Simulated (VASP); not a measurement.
# HfC (Fm-3m) in VASP: settings compared

HfC is run at these levels: PBE, LDA, RPBE, PBEsol, revPBE; tasks: single point.

Program: VASP 6.6.1. These are calculated values, not measurements. Logs are shortened: lines on timing, memory, paths and dates and some standing lists are left out, and cuts for length are marked.

### 1 The cell of the first run

It takes space group Fm-3m (No. 225, cubic). The conventional cell has a = 4.650 Å, b = 4.650 Å, c = 4.650 Å, α = 90.00°, β = 90.00°, γ = 90.00°. Hf (site symmetry m-3m) has 6 C at 2.33 Å within 3.1 Å. C (site symmetry m-3m) has 6 Hf at 2.33 Å within 3.1 Å.

### 2 Single point, PBE

INCAR reads:

```
ALGO = Normal
EDIFF = 1E-6
ENCUT = 600
GGA = PE
GGA_COMPAT = False
ISIF = 2
ISMEAR = 1
LASPH = True
LCHARG = False
LREAL = False
LWAVE = False
NBANDS = 14
NELM = 120
PREC = Accurate
SIGMA = 0.1
```

KPOINTS reads:

```
k-points
0
Gamma
  10 10 10
```

POSCAR reads:

```
HfC
1.0
    3.2880470000      0.0000000000      0.0000000000
    1.6440235000      2.8475322308      0.0000000000
    1.6440235000      0.9491774103      2.6846791334
Hf C
1 1
Direct
    0.5000000000      0.5000000000      0.5000000000
    0.0000000000      0.0000000000      0.0000000000
```

Potentials or basis: VASP PAW PBE potentials, release 64 (Hf_pv, C).

Command:

```sh
> cat potpaw_PBE.64/Hf_pv/POTCAR potpaw_PBE.64/C/POTCAR > POTCAR
> mpirun -np 1 vasp_std > vasp.out
```

OUTCAR:

```text
EDIFF = 1E-6
   ENCUT = 600
   GGA = PE
   ISIF = 2
   ISMEAR = 1
   LASPH = True
   LREAL = False
   NELM = 120
   PREC = Accurate

 ion  position               nearest neighbor table
   1  0.500  0.500  0.500-   2 2.33   2 2.33   2 2.33   2 2.33   2 2.33   2 2.33
   2  0.000  0.000  0.000-   1 2.33   1 2.33   1 2.33   1 2.33   1 2.33   1 2.33

  LATTYP: Found a face centered cubic cell.
 ALAT       =     4.6500006611

  Lattice vectors:

 A1 = (   3.2880470000,   0.0000000000,   0.0000000000)
 A2 = (   1.6440235000,   2.8475322308,   0.0000000000)
 A3 = (   1.6440235000,   0.9491774103,   2.6846791334)

Analysis of symmetry for initial positions (statically):
=====================================================================
 Subroutine PRICEL returns:
 Original cell was already a primitive cell.

 Routine SETGRP: Setting up the symmetry group for a
 face centered cubic supercell.

 Subroutine GETGRP returns: Found 48 space group operations
 (whereof 48 operations were pure point group operations)
 out of a pool of 48 trial point group operations.

The static configuration has the point symmetry O_h .

Analysis of symmetry for dynamics (positions and initial velocities):
=====================================================================
 Subroutine PRICEL returns:
 Original cell was already a primitive cell.

 Routine SETGRP: Setting up the symmetry group for a
 face centered cubic supercell.

 Subroutine GETGRP returns: Found 48 space group operations
 (whereof 48 operations were pure point group operations)
 out of a pool of 48 trial point group operations.

The dynamic configuration has the point symmetry O_h .

 Subroutine INISYM returns: Found 48 space group operations
 (whereof 48 operations are pure point group operations),
 and found     1 'primitive' translations

----------------------------------------------------------------------------------------

                                     Primitive cell

  volume of cell :      25.1362

  direct lattice vectors                    reciprocal lattice vectors
     3.288047000  0.000000000  0.000000000     0.304131906 -0.175590638 -0.124161331
     1.644023500  2.847532231  0.000000000     0.000000000  0.351181275 -0.124161331
     1.644023500  0.949177410  2.684679133     0.000000000  0.000000000  0.372483992

  length of vectors
     3.288047000  3.288047000  3.288047000     0.372483992  0.372483992  0.372483992

  position of ions in fractional coordinates (direct lattice)
[... 85 lines left out ...]
   ISIF   =      2    stress and relaxation
   ISYM   =      2    0-nonsym 1-usesym 2-fastsym
   POTIM  = 0.5000    time-step for ionic-motion
   TEBEG  =    0.0;   TEEND  =   0.0 temperature during run
   PSTRESS=    0.0 pullay stress
   NELECT =      14.0000    total number of electrons
   NUPDOWN=      -1.0000    fix difference up-down
   EMIN   =  10.00;   EMAX   =-10.00  energy-range for DOS
   EFERMI =   0.00;   METHOD = LEGACY
   ISMEAR =     1;   SIGMA  =   0.10  broadening in eV -4-tet -1-fermi 0-gaus
   EFERMI_NEDOS =   21; number of points for ismear=-14 and -15
   IALGO  =     38    algorithm
   IMIX   =      4    mixing-type and parameters
     AMIX     =   0.40;   BMIX     =  1.00
     AMIX_MAG =   1.60;   BMIX_MAG =  1.00
  volume/ion in A,a.u.               =      12.57        84.81
  Fermi-wavevector in a.u.,A,eV,Ry     =   1.346949  2.545365 24.684665  1.814272
  Thomas-Fermi vector in A             =   2.474739
   LORBIT       =      0    0 simple, 1 ext, 2 COOP (PROOUT), +10 PAW based schemes
   GGA     = PE    functional components
   LHFCALC =     F    Hartree Fock is set to
   AEXX    =    0.0000 exact exchange contribution
   IVDW    =     0    specifies the selected vdW correction
   LEPSILON=     F    determine dielectric tensor
   LRPA    =     F    only Hartree local field effects (RPA)
 non-spin polarized calculation
 Methfessel and Paxton  Order N= 1 SIGMA  =   0.10
  energy-cutoff  :      600.00
  volume of cell :       25.14
 maximum number of plane-waves:       869
 NGX is ok and might be reduce to    28
   NGX = 13   NGY = 13   NGZ = 13

 number of electron      14.0000000 magnetization

 Free energy of the ion-electron system (eV)
  ---------------------------------------------------
  ext. energy  EPLUGINS =         0.00000000
  ---------------------------------------------------
  free energy    TOTEN  =       -21.04403252 eV

  energy without entropy =      -21.04437913  energy(sigma->0) =      -21.04414806

 E-fermi :   5.9962     XC(G=0): -12.2851

 val. band max:        5.9665822723   @ k =   0.1000   0.0000  -0.0000
 cond. band min:       6.1058250754   @ k =   0.1000   0.1000   0.0000
 fundamental gap:      0.1392428031
 Fermi energy:         5.9962427280

 k-point     1 :       0.0000    0.0000    0.0000
  band No.  band energies     occupation
      1     -23.6180      2.00000
      2     -23.6180      2.00000
      3     -23.6180      2.00000
      4      -6.3570      2.00000
      5       6.9519     -0.00000
      6       6.9519     -0.00000
      7       6.9519     -0.00000
      8       7.3448     -0.00000
      9       7.3448     -0.00000
     10       7.3448     -0.00000
     11       9.3441      0.00000
     12       9.3441      0.00000
     13      12.7802      0.00000
     14      16.9540      0.00000
[... 377 lines left out ...]
      1     -24.1079      2.00000
      2     -23.8150      2.00000
      3     -23.7944      2.00000
      4      -4.2730      2.00000
      5       2.2371      2.00000
      6       4.1530      2.00000
      7       5.2410      2.00000
      8       6.1653     -0.03791
      9      11.3177      0.00000
     10      12.3363      0.00000
     11      12.4653      0.00000
     12      14.2274      0.00000
     13      17.5389      0.00000
     14      18.6120      0.00000

 [... further k-points ...]
[... 5 lines left out ...]
  --------------------------------------------------------------------------------------
  -------------------------------------------------------------------------------------
  Total       -0.0860473     -0.0860473     -0.0860473      0.0000000     -0.0000000     -0.0000000
  in kB       -5.4846459     -5.4846459     -5.4846459      0.0000000     -0.0000000     -0.0000000
  external PRESSURE =      -5.4846459 kB  Pullay stress =       0.0000000 kB

 VOLUME and BASIS-vectors are now :
 -----------------------------------------------------------------------------
  energy-cutoff  :      600.00
  volume of cell :       25.14
      direct lattice vectors                 reciprocal lattice vectors
     3.288047000  0.000000000  0.000000000     0.304131906 -0.175590638 -0.124161331
     1.644023500  2.847532231  0.000000000     0.000000000  0.351181275 -0.124161331
     1.644023500  0.949177410  2.684679133     0.000000000  0.000000000  0.372483992

 POSITION                                       TOTAL-FORCE (eV/Angst)
 -----------------------------------------------------------------------------------
      3.28805      1.89835      1.34234        -0.000000     -0.000000      0.000000
      0.00000      0.00000      0.00000         0.000000      0.000000      0.000000
 -----------------------------------------------------------------------------------
    total drift:                                0.000000      0.000000      0.000000

  FREE ENERGIE OF THE ION-ELECTRON SYSTEM (eV)
  ---------------------------------------------------
  free  energy   TOTEN  =       -21.0440325212 eV

  energy  without entropy=      -21.0443791279  energy(sigma->0) =      -21.04414806
```

stdout:

```text
POSCAR found type information on POSCAR HfC
 POSCAR found :  2 types and       2 ions
 scaLAPACK will be used
 LDA part: xc-table for (Slater+PW92), standard interpolation
 POSCAR, INCAR and KPOINTS ok, starting setup
 FFT: planning ... GRIDC
 FFT: planning ... GRID_SOFT
 FFT: planning ... GRID
 WAVECAR not read
 entering main loop
```

Run time: 12 s. Hardware: 1 thread of Intel Xeon 6975P-C (Granite Rapids), shared host; peak memory 0.16 GiB.

What came out:

| Quantity | Value |
| --- | --- |
| Free energy | -21.0440 eV |
| Pressure | -0.5 GPa |
| Band gap on the k mesh | zero (band 7 reaches 6.95 eV, above the bottom of band 8 at 5.55 eV) |

Caveat: spin-orbit coupling is left out, which moves the levels of the heavy elements.

### 3 Single point, LDA

INCAR reads:

```
SYSTEM = HfC
PREC     = Accurate       ! precision mode
ENCUT    = 600            ! plane-wave cutoff, eV
EDIFF    = 1E-6           ! SCF threshold, eV
ISMEAR   = 1              ! smearing method
SIGMA    = 0.1            ! smearing width, eV
LREAL    = .FALSE.        ! projectors in reciprocal space
LASPH    = .TRUE.         ! aspherical terms in the spheres
NELM     = 120            ! most SCF steps
ALGO     = Normal         ! electronic algorithm
ISIF     = 2              ! what is computed and relaxed
LWAVE    = .FALSE.        ! write WAVECAR
LCHARG   = .FALSE.        ! write CHGCAR
NBANDS   = 14             ! bands
GGA_COMPAT= .FALSE.
```

KPOINTS reads:

```
Automatic mesh
0
G
  10 10 10
  0 0 0
```

POSCAR is that of step 2.

Potentials or basis: VASP PAW LDA potentials, release 64 (Hf_pv, C).

Command:

```sh
> cat potpaw_LDA.64/Hf_pv/POTCAR potpaw_LDA.64/C/POTCAR > POTCAR
> mpirun -np 1 vasp_std > vasp.out
```

Run time: 11 s. Hardware: 1 thread of Intel Xeon 6975P-C (Granite Rapids), shared host; peak memory 0.16 GiB.

The run converged. Its results:

| Item | Value |
| --- | --- |
| Free energy | -22.8493 eV |
| Pressure | -11.7 GPa |
| Band gap on the k mesh | zero (band 7 reaches 6.87 eV, above the bottom of band 8 at 5.46 eV) |

Levels at points of the mesh, in eV from the Fermi level:
```csv
k point,band 4,band 5,band 6,band 7,band 8,band 9,band 10,band 11
"(0.00, 0.00, 0.00)",-12.18,0.99,0.99,0.99,1.26,1.26,1.26,3.29
"(0.50, 0.00, 0.00)",-8.35,-6.16,-3.03,-3.03,5.17,5.17,5.66,6.60
"(0.50, 0.50, 0.00)",-10.27,-2.53,-1.87,-0.09,-0.09,5.21,6.59,6.59
```

Caveat: spin-orbit coupling is left out, which moves the levels of the heavy elements.

### 4 Single point, RPBE

INCAR reads:

```
PREC = Accurate
ENCUT = 600
EDIFF = 1E-6
ISMEAR = 1
SIGMA = 0.1
LREAL = F
LASPH = T
NELM = 120
ALGO = Normal
ISIF = 2
LWAVE = F
LCHARG = F
GGA = RP
NBANDS = 14
GGA_COMPAT = F
```

KPOINTS reads:

```
Automatic mesh
0
Gamma
  10 10 10
```

POSCAR is that of step 3.

Potentials or basis: VASP PAW PBE potentials, release 64 (Hf_pv, C).

Command:

```sh
> cat potpaw_PBE.64/Hf_pv/POTCAR potpaw_PBE.64/C/POTCAR > POTCAR
> mpirun -np 1 vasp_std > vasp.out
```

Run time: 12 s. Hardware: 1 thread of Intel Xeon 6975P-C (Granite Rapids), shared host; peak memory 0.16 GiB.

Results (log left out):

```yaml
Free_energy: -20.1312 eV
Pressure: 3.4 GPa
Band_gap_on_the_k_mesh: zero (band 7 reaches 7.06 eV, above the bottom of band 8 at 5.65 eV)
```

Levels at points of the mesh, in eV from the Fermi level:
```
           k point  band 5  band 6  band 7  band 8  band 9  band 10
(0.00, 0.00, 0.00)    0.95    0.95    0.95    1.37    1.37     1.37
(0.50, 0.00, 0.00)   -6.18   -3.03   -3.03    5.30    5.30     5.77
(0.50, 0.50, 0.00)   -2.66   -1.80   -0.16   -0.16    5.27     6.72
```

Caveat: the PAW data sets were made with another functional, which shifts forces and pressure a little; spin-orbit coupling is left out, which moves the levels of the heavy elements.

### 5 Single point, PBEsol

INCAR reads:

```
SYSTEM = HfC
PREC     = Accurate       ! precision mode
ENCUT    = 600            ! plane-wave cutoff, eV
EDIFF    = 1E-6           ! SCF threshold, eV
ISMEAR   = 1              ! smearing method
SIGMA    = 0.1            ! smearing width, eV
LREAL    = .FALSE.        ! projectors in reciprocal space
LASPH    = .TRUE.         ! aspherical terms in the spheres
NELM     = 120            ! most SCF steps
ALGO     = Normal         ! electronic algorithm
ISIF     = 2              ! what is computed and relaxed
LWAVE    = .FALSE.        ! write WAVECAR
LCHARG   = .TRUE.         ! write CHGCAR
GGA      = PS             ! functional
LELF     = .TRUE.         ! ELF
LVHAR    = .TRUE.       
NBANDS   = 14             ! bands
GGA_COMPAT= .FALSE.
```

KPOINTS reads:

```
Automatic mesh
0
G
  10 10 10
  0 0 0
```

POSCAR is that of step 4.

Command:

```sh
> cat potpaw_PBE.64/Hf_pv/POTCAR potpaw_PBE.64/C/POTCAR > POTCAR
> mpirun -np 1 vasp_std > vasp.out
```

Run time: 14 s. Hardware: 1 thread of Intel Xeon 6975P-C (Granite Rapids), shared host; peak memory 0.17 GiB.

The run converged. Its results:

* Free energy: -22.1778 eV
* Pressure: -7.1 GPa
* Band gap on the k mesh: zero (band 7 reaches 6.83 eV, above the bottom of band 8 at 5.41 eV)

Levels at points of the mesh, in eV from the Fermi level:
```
           k point  band 5  band 6  band 7  band 8  band 9  band 10
(0.00, 0.00, 0.00)    0.98    0.98    0.98    1.30    1.30     1.30
(0.50, 0.00, 0.00)   -6.22   -3.03   -3.03    5.25    5.25     5.72
(0.50, 0.50, 0.00)   -2.63   -1.87   -0.12   -0.12    5.25     6.67
```

Caveat: the PAW data sets were made with another functional, which shifts forces and pressure a little; spin-orbit coupling is left out, which moves the levels of the heavy elements.

[end of part 1 of 2]
